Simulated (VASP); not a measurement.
# Bi3H2 (Immm) in VASP: single point with r2SCAN

Aim: the single point of Bi3H2 with r2SCAN.

Everything below comes from runs of VASP 6.6.1. Logs are shortened: lines on timing, memory, paths and dates and some standing lists are left out, and cuts for length are marked.

**1. The cell of the first run**

It takes space group Immm (No. 71, orthorhombic). The conventional cell has a = 4.084 Å, b = 6.772 Å, c = 8.461 Å, α = 90.00°, β = 90.00°, γ = 90.00°. Bi (site symmetry mmm) has 4 Bi at 2.87 Å and 8 H at 3.10 to 3.88 Å within 3.9 Å. Within 3.6 Å of Bi (site symmetry m2m) lie 3 Bi at 2.75 to 2.87 Å and 6 H at 3.08 to 3.11 Å. Within 4.1 Å of H (site symmetry mm2) lie 10 Bi at 3.08 to 3.88 Å and 7 H at 3.80 to 4.08 Å.

**2. Single point, r2SCAN**

POSCAR

```
Bi3H2
1.0
   -2.0422240000      3.3859070000      4.2305820000
    4.0844480000      0.0000000000      0.0000000000
    2.0422240000      3.3859070000     -4.2305820000
Bi H
3 2
Direct
    0.0000000000      0.0000000000      0.0000000000
    0.7032000000      0.5000000000      0.7032000000
    0.2968000000      0.5000000000      0.2968000000
    0.7245000000      0.2245000000      0.2755000000
    0.2755000000      0.7755000000      0.7245000000
```

INCAR.step1

```
PREC = Accurate
ENCUT = 550
ISMEAR = -1
SIGMA = 0.1
LREAL = F
LASPH = T
NELM = 120
NBANDS = 32
GGA = PE
ALGO = Normal
EDIFF = 1E-5
LWAVE = T
LCHARG = F
GGA_COMPAT = F
```

INCAR.step2

```
PREC = Accurate
ENCUT = 550
EDIFF = 1E-6
ISMEAR = -1
SIGMA = 0.1
LREAL = F
LASPH = T
NELM = 120
ALGO = Normal
ISIF = 2
LWAVE = F
LCHARG = F
METAGGA = R2SCAN
LMIXTAU = T
NBANDS = 32
ISTART = 1
GGA_COMPAT = F
```

KPOINTS

```
regular mesh
0
Gamma
  8 8 8
```

Potentials or basis: VASP PAW PBE potentials, release 64 (Bi_d, H).

The run is started by

```sh
$ cat potpaw_PBE.64/Bi_d/POTCAR potpaw_PBE.64/H/POTCAR > POTCAR
$ cp INCAR.step1 INCAR
$ mpirun -np 1 vasp_std > vasp.out
$ cp INCAR.step2 INCAR
$ mpirun -np 1 vasp_std > vasp.out
```

OUTCAR:

```text
PREC = Accurate
   ENCUT = 550
   EDIFF = 1E-6
   ISMEAR = -1
   LREAL = F
   LASPH = T
   NELM = 120
   ISIF = 2
   METAGGA = R2SCAN
   ISTART = 1

 ion  position               nearest neighbor table
   1  0.000  0.000  0.000-   2 2.87   3 2.87   2 2.87   3 2.87
   2  0.703  0.500  0.703-   3 2.75   1 2.87   1 2.87
   3  0.297  0.500  0.297-   2 2.75   1 2.87   1 2.87
   4  0.724  0.224  0.276-
   5  0.276  0.776  0.724-

  LATTYP: Found a body centered orthorhombic cell.
 ALAT       =     4.0844480000
 B/A-ratio  =     1.6579508418
 C/A-ratio  =     2.0715563033

  Lattice vectors:

 A1 = (  -2.0422240000,   3.3859070000,   4.2305820000)
 A2 = (   2.0422240000,  -3.3859070000,   4.2305820000)
 A3 = (   2.0422240000,   3.3859070000,  -4.2305820000)

Analysis of symmetry for initial positions (statically):
=====================================================================
 Subroutine PRICEL returns:
 Original cell was already a primitive cell.

 Routine SETGRP: Setting up the symmetry group for a
 body centered orthorhombic supercell.

 Subroutine GETGRP returns: Found  8 space group operations
 (whereof  8 operations were pure point group operations)
 out of a pool of  8 trial point group operations.

The static configuration has the point symmetry D_2h.

Analysis of symmetry for dynamics (positions and initial velocities):
=====================================================================
 Subroutine PRICEL returns:
 Original cell was already a primitive cell.

 Routine SETGRP: Setting up the symmetry group for a
 body centered orthorhombic supercell.

 Subroutine GETGRP returns: Found  8 space group operations
 (whereof  8 operations were pure point group operations)
 out of a pool of  8 trial point group operations.

The dynamic configuration has the point symmetry D_2h.

 Subroutine INISYM returns: Found  8 space group operations
 (whereof  8 operations are pure point group operations),
 and found     1 'primitive' translations

----------------------------------------------------------------------------------------

                                     Primitive cell

  volume of cell :     117.0142

  direct lattice vectors                    reciprocal lattice vectors
    -2.042224000  3.385907000  4.230582000     0.000000000  0.147670919  0.118187048
     4.084448000  0.000000000  0.000000000     0.244831125  0.000000000  0.118187048
     2.042224000  3.385907000 -4.230582000     0.000000000  0.147670919 -0.118187048

  length of vectors
     5.790757216  4.084448000  5.790757216     0.189142483  0.271864780  0.189142483

  position of ions in fractional coordinates (direct lattice)
     0.000000000  0.000000000  0.000000000
     0.703200000  0.500000000  0.703200000
     0.296800000  0.500000000  0.296800000
     0.724500000  0.224500000  0.275500000
     0.275500000  0.775500000  0.724500000

  ion indices of the primitive-cell ions
   primitive index   ion index
                 1           1
                 2           2
                 3           3
                 4           4
                 5           5

----------------------------------------------------------------------------------------

 KPOINTS: regular mesh

Automatic generation of k-mesh.
 Grid dimensions read from file:
 generate k-points for:    8    8    8

 Generating k-lattice:

  Cartesian coordinates                     Fractional coordinates (reciprocal lattice)
     0.000000000  0.018458865  0.014773381     0.125000000  0.000000000  0.000000000
     0.030603891  0.000000000  0.014773381     0.000000000  0.125000000  0.000000000
     0.000000000  0.018458865 -0.014773381     0.000000000  0.000000000  0.125000000

  Length of vectors
     0.023642810  0.033983097  0.023642810

  Shift w.r.t. Gamma in fractional coordinates (k-lattice)
     0.000000000  0.000000000  0.000000000

 Subroutine IBZKPT returns following result:
 ===========================================

 Found     95 irreducible k-points:

 Following reciprocal coordinates:
            Coordinates               Weight
  0.000000  0.000000  0.000000      1.000000
  0.125000  0.000000  0.000000      4.000000
  0.250000  0.000000  0.000000      4.000000
  0.375000  0.000000  0.000000      4.000000
  0.500000  0.000000  0.000000      2.000000
 -0.000000  0.125000  0.000000      4.000000
[... 16 lines left out ...]
  0.125000  0.375000  0.000000      8.000000
  0.250000  0.375000  0.000000      8.000000
 [... further k-points ...]
   k-points           NKPTS =     95   k-points in BZ     NKDIM =     95   number of bands    NBANDS=     32
   number of dos      NEDOS =    301   number of ions     NIONS =      5
   total plane-waves  NPLWV =  73728
   dimension x,y,z NGX =    48 NGY =   32 NGZ =   48
   dimension x,y,z NGXF=    96 NGYF=   64 NGZF=   96
   ions per type =               3   2
   NGX,Y,Z   is equivalent  to a cutoff of  13.78, 13.02, 13.78 a.u.
   NGXF,Y,Z  is equivalent  to a cutoff of  27.56, 26.05, 27.56 a.u.
 SYSTEM =  unknown system
   PREC   = accura    normal or accurate (medium, high low for compatibility)
   ISTART =      1    job   : 0-new  1-cont  2-samecut
   ICHARG =      0    charge: 1-file 2-atom 10-const
   ISPIN  =      1    spin polarized calculation?
   LNONCOLLINEAR =      F non collinear calculations
   LSORBIT =      F    spin-orbit coupling
   LASPH  =      T    aspherical Exc in radial PAW
   ENCUT  =  550.0 eV  40.42 Ry    6.36 a.u.  11.07  7.81 11.07*2*pi/ulx,y,z
   NELM   =    120;   NELMIN=  2; NELMDL=  0     # of ELM steps
   EDIFF  = 0.1E-05   stopping-criterion for ELM
   LREAL  =      F    real-space projection
   EDIFFG = 0.1E-04   stopping-criterion for IOM
   NSW    =      0    number of steps for IOM
   IBRION =     -1    ionic relax: 0-MD 1-quasi-New 2-CG
   NFREE  =      0    steps in history (QN), initial steepest desc. (CG)
   ISIF   =      2    stress and relaxation
   ISYM   =      2    0-nonsym 1-usesym 2-fastsym
   POTIM  = 0.5000    time-step for ionic-motion
   TEBEG  =    0.0;   TEEND  =   0.0 temperature during run
   PSTRESS=    0.0 pullay stress
   NELECT =      47.0000    total number of electrons
   NUPDOWN=      -1.0000    fix difference up-down
   EMIN   =  10.00;   EMAX   =-10.00  energy-range for DOS
   EFERMI =   0.00;   METHOD = LEGACY
   ISMEAR =    -1;   SIGMA  =   0.10  broadening in eV -4-tet -1-fermi 0-gaus
   EFERMI_NEDOS =   21; number of points for ismear=-14 and -15
   IALGO  =     38    algorithm
   IMIX   =      4    mixing-type and parameters
     AMIX     =   0.40;   BMIX     =  1.00
     AMIX_MAG =   1.60;   BMIX_MAG =  1.00
  volume/ion in A,a.u.               =      23.40       157.93
  Fermi-wavevector in a.u.,A,eV,Ry     =   1.207892  2.282584 19.850928  1.459002
  Thomas-Fermi vector in A             =   2.343516
   LORBIT       =      0    0 simple, 1 ext, 2 COOP (PROOUT), +10 PAW based schemes
   METAGGA = R2SCAN    functional components
   LHFCALC =     F    Hartree Fock is set to
   AEXX    =    0.0000 exact exchange contribution
   IVDW    =     0    specifies the selected vdW correction
   LEPSILON=     F    determine dielectric tensor
   LRPA    =     F    only Hartree local field effects (RPA)
 non-spin polarized calculation
  energy-cutoff  :      550.00
  volume of cell :      117.01
 maximum number of plane-waves:      3450
 NGX is ok and might be reduce to    48
   NGX = 23   NGY = 15   NGZ = 23

 number of electron      46.9999996 magnetization

 Free energy of the ion-electron system (eV)
  ---------------------------------------------------
  ext. energy  EPLUGINS =         0.00000000
  ---------------------------------------------------
  free energy    TOTEN  =      -176.40182618 eV

  energy without entropy =     -176.30537031  energy(sigma->0) =     -176.35359825

 E-fermi :   5.4676     XC(G=0): -10.0325

 val. band max:        5.4663897279   @ k =  -0.1250   0.2500   0.0000
 cond. band min:       5.4869371271   @ k =  -0.3750  -0.1250   0.3750
 fundamental gap:      0.0205473992
 Fermi energy:         5.4676275695

 k-point     1 :       0.0000    0.0000    0.0000
  band No.  band energies     occupation
      1     -18.9602      2.00000
      2     -18.8981      2.00000
      3     -18.6366      2.00000
      4     -18.6161      2.00000
      5     -18.5642      2.00000
      6     -18.4814      2.00000
[... 24 lines left out ...]
     31      11.6199      0.00000
     32      12.4591      0.00000

 k-point     2 :       0.1250    0.0000    0.0000
  band No.  band energies     occupation
      1     -18.9481      2.00000
      2     -18.9231      2.00000
      3     -18.6136      2.00000
      4     -18.5982      2.00000
      5     -18.5686      2.00000
      6     -18.4790      2.00000
[... 24 lines left out ...]
     31      12.1926      0.00000
     32      12.5773      0.00000

 k-point     3 :       0.2500    0.0000    0.0000
  band No.  band energies     occupation
      1     -18.9679      2.00000
      2     -18.9152      2.00000
      3     -18.6076      2.00000
      4     -18.5778      2.00000
      5     -18.5174      2.00000
      6     -18.4722      2.00000
[... 24 lines left out ...]
     31      12.9269      0.00000
     32      13.0914      0.00000

 k-point     4 :       0.3750    0.0000    0.0000
  band No.  band energies     occupation
      1     -19.0018      2.00000
      2     -18.8740      2.00000
      3     -18.6029      2.00000
      4     -18.5857      2.00000
      5     -18.4891      2.00000
      6     -18.4643      2.00000
[... 654 lines left out ...]
     31      12.5854      0.00000
     32      14.0706      0.00000

 k-point    23 :       0.1250    0.3750    0.0000
  band No.  band energies     occupation
      1     -18.8899      2.00000
      2     -18.7980      2.00000
      3     -18.7176      2.00000
      4     -18.5996      2.00000
      5     -18.4861      2.00000
      6     -18.4642      2.00000
[... 24 lines left out ...]
     31      12.6926      0.00000
     32      14.3056      0.00000

 k-point    24 :       0.2500    0.3750    0.0000
  band No.  band energies     occupation
      1     -18.8992      2.00000
      2     -18.7902      2.00000
      3     -18.6821      2.00000
      4     -18.5864      2.00000
      5     -18.4933      2.00000
      6     -18.4751      2.00000
[... 24 lines left out ...]
     31      13.0999      0.00000
     32      13.4084      0.00000

 [... further k-points ...]

------------------------ aborting loop because EDIFF is reached ----------------------------------------

  FORCE on cell =-STRESS in cart. coord.  units (eV):
  Direction    XX          YY          ZZ          XY          YZ          ZX
  --------------------------------------------------------------------------------------
  -------------------------------------------------------------------------------------
  Total        6.8639836     12.2302191     -3.7042328      0.0000000      0.0000000      0.0000000
  in kB       93.9827852    167.4581584    -50.7189606      0.0000000      0.0000000      0.0000000
  external PRESSURE =      70.2406610 kB  Pullay stress =       0.0000000 kB

 VOLUME and BASIS-vectors are now :
 -----------------------------------------------------------------------------
  energy-cutoff  :      550.00
  volume of cell :      117.01
      direct lattice vectors                 reciprocal lattice vectors
    -2.042224000  3.385907000  4.230582000     0.000000000  0.147670919  0.118187048
     4.084448000  0.000000000  0.000000000     0.244831125  0.000000000  0.118187048
     2.042224000  3.385907000 -4.230582000     0.000000000  0.147670919 -0.118187048

 POSITION                                       TOTAL-FORCE (eV/Angst)
 -----------------------------------------------------------------------------------
      0.00000      0.00000      0.00000         0.000000     -0.000000     -0.000000
      2.04222      4.76194      0.00000        -0.000000     -0.069804      0.000000
      2.04222      2.00987      0.00000        -0.000000      0.069804      0.000000
      0.00000      3.38591      1.89953        -0.000000     -0.000000     -0.256842
      4.08445      3.38591     -1.89953        -0.000000     -0.000000      0.256842
 -----------------------------------------------------------------------------------
    total drift:                               -0.000000     -0.000000      0.000000

  FREE ENERGIE OF THE ION-ELECTRON SYSTEM (eV)
  ---------------------------------------------------
  free  energy   TOTEN  =      -176.4018261785 eV

  energy  without entropy=     -176.3053703144  energy(sigma->0) =     -176.35359825
```

Run time: 31 min. Hardware: 1 thread of Oxide Virtual Turin-like, shared host; peak memory 0.45 GiB.

Results:

* Free energy: -176.4018 eV
* Pressure: 7.0 GPa
* Largest force: 0.257 eV/Å
* Band gap on the k mesh: zero (an odd number of electrons rules out a gap without spin polarisation)

Forces in eV/Å, atoms in the order of the input:
```
Bi   0.000  0.000  0.000
Bi   0.000 -0.070  0.000
Bi   0.000  0.070  0.000
H    0.000  0.000 -0.257
H    0.000  0.000  0.257
```

Stress tensor (GPa, compression positive):
```
 9.40  0.00  0.00
 0.00 16.75  0.00
 0.00  0.00 -5.07
```

Levels at points of the mesh, in eV from the Fermi level:
| k point | band 22 | band 23 | band 24 | band 25 | band 26 | band 27 |
| --- | --- | --- | --- | --- | --- | --- |
| (0.00, 0.00, 0.00) | -1.76 | -1.25 | -1.09 | 0.30 | 1.39 | 1.80 |
| (0.50, 0.00, 0.00) | -1.99 | -0.21 | 0.38 | 0.50 | 2.51 | 3.22 |
| (0.00, 0.50, 0.00) | -1.81 | -1.53 | -0.37 | 0.61 | 1.23 | 4.59 |
| (0.50, 0.50, 0.00) | -2.20 | -2.02 | -0.42 | 0.35 | 0.72 | 1.55 |
| (0.50, 0.00, 0.50) | 0.51 | 0.62 | 1.26 | 1.53 | 1.74 | 2.62 |

Caveat: the stress differs along the axes, from -5 to 17 GPa; the PAW data sets were made with another functional, which shifts forces and pressure a little; spin-orbit coupling is left out, which moves the levels of the heavy elements.

The gap in the log of VASP goes by the Fermi energy; the results here count the filled bands.